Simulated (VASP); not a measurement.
**HfN2: relaxation of cell and atoms with PBE**

The system is HfN2.

```
Hf N
1.0
     0.00000    3.23836    3.23836
     3.23836    0.00000    3.23836
     3.23836    3.23836    0.00000
Hf N
2 4
Direct
  0.00000 0.00000 0.00000
  0.25000 0.25000 0.25000
  0.62500 0.62500 0.62500
  0.12500 0.62500 0.62500
  0.62500 0.62500 0.12500
  0.62500 0.12500 0.62500
```

```json
{
 "Program": "VASP 6.6.1",
 "Task": "relaxation of cell and atoms",
 "Functional": "PBE",
 "Potentials or basis": "VASP PAW PBE potentials, release 64 (Hf_pv, N)",
 "Cutoff": "600 eV",
 "k mesh": "6 × 6 × 6",
 "Occupations": "gaussian, width 0.1 eV",
 "Spin": "no spin polarisation",
 "Dipole correction": "no",
 "Further INCAR settings": "ALGO = Normal; EDIFF = 1e-06; IBRION = 2; EDIFFG = -0.04; NSW = 90; ISIF = 3"
}
```

The relaxed volume is 10.39 Å³/atom. The relaxed cell is a = 4.451 Å, b = 4.451 Å, c = 4.451 Å, α = 60.00°, β = 60.00°, γ = 60.00°, the space group after relaxing (to 0.1 Å) is Fd-3m (No. 227) and the energy gained by relaxing is 40.3 meV/atom. The ionic steps are 3. The pressure after relaxing is 0.0 GPa and the band gap on the k mesh is zero (bands 20 and 21 overlap by 1.24 eV).

The path:
| step | energy change (eV) | largest force (eV/Å) | pressure (GPa) | volume (Å³) |
| --- | --- | --- | --- | --- |
| 1 | 0.0000 | 0.0000 | -12.86 | 67.92 |
| 2 | -0.1540 | 0.0000 | 9.90 | 59.38 |
| 3 | -0.2417 | 0.0000 | -0.04 | 62.36 |

Final structure:
```xyz
6
Lattice="0.0000 3.1475 3.1475 3.1475 0.0000 3.1475 3.1475 3.1475 0.0000" Properties=species:S:1:pos:R:3 pbc="T T T"
Hf    0.0000    0.0000    0.0000
Hf    1.5738    1.5738    1.5738
N     3.9344    3.9344    3.9344
N     3.9344    2.3606    2.3606
N     2.3606    2.3606    3.9344
N     2.3606    3.9344    2.3606
```

Levels at points of the mesh, in eV from the Fermi level:
```csv
k point,band 17,band 18,band 19,band 20,band 21,band 22,band 23,band 24
"(0.00, 0.00, 0.00)",0.04,0.49,0.49,0.49,0.73,0.73,0.73,2.32
"(0.50, 0.00, 0.00)",-3.44,-3.44,-1.68,-1.09,0.81,1.48,1.48,2.26
"(0.50, 0.50, 0.00)",-2.60,-2.60,-2.50,-2.50,-0.31,-0.31,1.85,1.85
```

Run time: 2.5 min on 1 thread of Intel Xeon 8259CL, with other jobs on the host, peak memory 0.26 GiB.

Caveat: spin-orbit coupling is left out, which moves the levels of the heavy elements.
